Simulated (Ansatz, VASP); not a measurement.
BiRh in VASP and in Ansatz

File INCAR:

```
SYSTEM = BiRh
PREC = Accurate
ENCUT = 520
EDIFF = 1E-8
ISMEAR = -1
SIGMA = 0.03
LREAL = .False.
LASPH = .True.
NELM = 100
ALGO = Normal
ISIF = 2
LWAVE = .False.
LCHARG = .False.
LEFG = .True.
NBANDS = 38
```

The input KPOINTS:

```
regular mesh
0
Gamma
  12 12 7
  0 0 0
```

The input POSCAR:

```
BiRh
1.0
    4.1478754753      0.0000000000      0.0000000000
   -2.0739377376      3.5921655333      0.0000000000
    0.0000000000      0.0000000000      5.7375217038
Bi Rh
2 2
Direct
    0.3333333333      0.6666666667      0.2500000000
    0.6666666667      0.3333333333      0.7500000000
    0.0000000000      0.0000000000      0.0000000000
    0.0000000000      0.0000000000      0.5000000000
```

Input for Ansatz:

```yaml
crystal:
  lattice:
    - [4.1478754753, 0.0, 0.0]
    - [-2.0739377376, 3.5921655333, 0.0]
    - [0.0, 0.0, 5.7375217038]
  atoms:
    - { symbol: Bi, position: [0.3333333333, 0.6666666667, 0.25] }
    - { symbol: Bi, position: [0.6666666667, 0.3333333333, 0.75] }
    - { symbol: Rh, position: [0.0, 0.0, 0.0] }
    - { symbol: Rh, position: [0.0, 0.0, 0.5] }
kpoints:
  mp_grid: { grid: [12, 12, 7] }
scf:
  occupations: { method: fermi_dirac, width: 0.03 }
hamiltonian:
  xc: lda
  pseudopotentials: { kind: paw }
output:
  forces: true
  stress: true
  eigenvalues: true
  efg: { contact_densities: true }
```

Change from the starting cell: volume scaled by 1.04, PAW files.

Alike in both runs: task electric field gradients; functional LDA; k mesh 12 × 12 × 7; occupations fermi-dirac, width 0.03 eV; no spin polarisation.

|  | VASP | Ansatz |
| --- | --- | --- |
| version | VASP 6.6.1 | Ansatz 0.2.0 |
| potentials or method | VASP PAW LDA potentials, release 64 (Bi_d, Rh_pv) | PAW with Ansatz's default frozen-core files, scalar-relativistic |
| plane-wave cutoff (eV) | 520 | 420 |
| valence electrons in the cell | 60 | 64 |

```csv
,VASP,Ansatz,Ansatz less VASP
pressure (GPa),-7.0,-7.3,-0.30
"traceless stress, the component that is largest in VASP (GPa)",-0.97,-0.99,-0.026
size of Vzz on the site where it differs most (V/Å²),35.7,20.6,-15.04
```

LDA's correlation is that of Perdew and Zunger in VASP and of Perdew and Wang (1992) in Ansatz. VASP's potentials hold 60 valence electrons a cell and Ansatz's 64, so a difference there can come from the potentials and not from the codes.

Neither program's run includes spin-orbit coupling.
